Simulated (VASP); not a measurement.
Here is a VASP 6.6.1 calculation.

File INCAR:

```
PREC = Accurate
ENCUT = 600
EDIFF = 1E-6
ISMEAR = 0
SIGMA = 0.1
LREAL = False
LASPH = True
NELM = 80
ALGO = Normal
ISIF = 3
LWAVE = False
LCHARG = False
GGA = PE
IBRION = 2
NSW = 80
EDIFFG = -0.001
```

The input KPOINTS:

```
Automatic mesh
0
Gamma
  12 12 2
```

Contents of POSCAR:

```
Al3Cl
1.0
    3.1808634429      0.0000000000      0.0000000000
   -1.5904317214      2.7547085475      0.0000000000
    0.0000000000      0.0000000000     18.0767425111
Al Cl
6 2
Direct
    0.3333333333      0.6666666667      0.7114271578
    0.0000000000      0.0000000000      0.8231938673
    0.6666666667      0.3333333333      0.9409830930
    0.6666666667      0.3333333333      0.2885728422
    0.0000000000      0.0000000000      0.1768061327
    0.3333333333      0.6666666667      0.0590169070
    0.6666666667      0.3333333333      0.6181727608
    0.3333333333      0.6666666667      0.3818272392
```

Potentials or basis: VASP PAW PBE potentials, release 64 (Al, Cl).

Command:

```console
$ cat potpaw_PBE.64/Al/POTCAR potpaw_PBE.64/Cl/POTCAR > POTCAR
$ mpirun -np 1 vasp_std > vasp.out
```

Question: Predict the band gap on the k mesh.

Answer: Zero (bands 16 and 17 overlap by 5.56 eV).

Question: Predict the relaxed cell.

Answer: a = 3.181 Å, b = 3.181 Å, c = 18.065 Å, α = 90.00°, β = 90.00°, γ = 120.00°.

Question: What does it give for the space group after relaxing (to 0.1 Å)?

Answer: P-3m1 (No. 164).

Final structure:
```
CELL_PARAMETERS angstrom
3.18090 0.00000 0.00000
-1.59045 2.75474 0.00000
0.00000 0.00000 18.06510
ATOMIC_POSITIONS crystal
Al 0.33333 0.66667 0.71141
Al 0.00000 0.00000 0.82323
Al 0.66667 0.33333 0.94101
Al 0.66667 0.33333 0.28859
Al 0.00000 0.00000 0.17677
Al 0.33333 0.66667 0.05899
Cl 0.66667 0.33333 0.61813
Cl 0.33333 0.66667 0.38187
```
